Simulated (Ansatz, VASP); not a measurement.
# Nb in VASP and in Ansatz

```
CELL_PARAMETERS angstrom
-1.65466 1.65466 1.65466
1.65466 -1.65466 1.65466
1.65466 1.65466 -1.65466
ATOMIC_POSITIONS crystal
Nb 0.00000 0.00000 0.00000
```

Alike in both runs: functional PBE; k mesh 13 × 13 × 13; no spin polarisation.

Ansatz relaxed the structure, and its values are those at the end. VASP's run is a single point on that final structure, the one shown.

```csv
,VASP,Ansatz
version,VASP 6.6.1,Ansatz 0.2.0
potentials or method,"VASP PAW PBE potentials, release 64 (Nb_sv), cutoff 500 eV","plane waves, PAW"
occupations,"fermi-dirac, width 0.1 eV",fermi-dirac
valence electrons in the cell,13,13
```

|  | VASP | Ansatz | Ansatz less VASP |
| --- | --- | --- | --- |
| pressure (GPa) | -0.4 | 0.0 | +0.36 |
